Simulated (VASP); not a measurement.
Wanted: the native input for a VASP 6.6.1 run.

- Task: relaxation of cell and atoms
- Functional: PBE
- Potentials or basis: VASP PAW PBE potentials, release 64 (H, Mo_sv)
- Cutoff: 600 eV
- k mesh: 6 × 6 × 6
- Occupations: gaussian, width 0.1 eV
- Spin: no spin polarisation
- Dipole correction: no
- Further INCAR settings: ALGO = Normal; EDIFF = 1e-06; IBRION = 2; EDIFFG = -0.04; NSW = 90; ISIF = 3

The structure of MoH3 lies in POSCAR:

```
MoH3
1.0
    3.6318194300      0.0000000000      0.0000000000
    0.0000000000      3.6318194300      0.0000000000
    0.0000000000      0.0000000000      3.4262449500
H Mo
3 1
Direct
    0.0000000000      0.5000000000      0.5000000000
    0.5000000000      0.0000000000      0.5000000000
    0.5000000000      0.5000000000      0.0000000000
    0.0000000000      0.0000000000      0.0000000000
```

These files were run (other wordings do the same):

INCAR

```
ALGO     = Normal         # electronic algorithm
EDIFF    = 1E-6           # SCF threshold, eV
EDIFFG   = -0.04          # ionic threshold
ENCUT    = 600            # plane-wave cutoff, eV
GGA      = PE             # functional
IBRION   = 2              # ionic algorithm
ISIF     = 3              # what is computed and relaxed
ISMEAR   = 0              # smearing method
LASPH    = T              # aspherical terms in the spheres
LCHARG   = F              # write CHGCAR
LREAL    = F              # projectors in reciprocal space
LWAVE    = F              # write WAVECAR
NELM     = 80             # most SCF steps
NSW      = 90             # ionic steps
PREC     = Accurate       # precision mode
SIGMA    = 0.1            # smearing width, eV
```

KPOINTS

```
k-points
0
Gamma
  6 6 6
```

Potentials or basis: VASP PAW PBE potentials, release 64 (H, Mo_sv).

Run with:

```bash
$ cat potpaw_PBE.64/H/POTCAR potpaw_PBE.64/Mo_sv/POTCAR > POTCAR
$ mpirun -np 1 vasp_std > vasp.out
```

It gave:

* Relaxed volume: 6.14 Å³/atom
* Relaxed cell: a = 2.909 Å, b = 2.909 Å, c = 2.903 Å, α = 90.00°, β = 90.00°, γ = 90.00°
* Space group after relaxing (to 0.05 Å): Pm-3m (No. 221)
* Energy gained by relaxing: 925.2 meV/atom
* Ionic steps: 9
* Pressure after relaxing: 0.1 GPa

Caveat: the volume moved by over 15 % at a fixed basis, so the end points are rough.

Run time: 120 s on 1 thread of Intel(R) Xeon(R) Platinum 8124M CPU @ 3.00GHz (Skylake/Cascade Lake), on a shared host, peak memory 0.19 GiB.
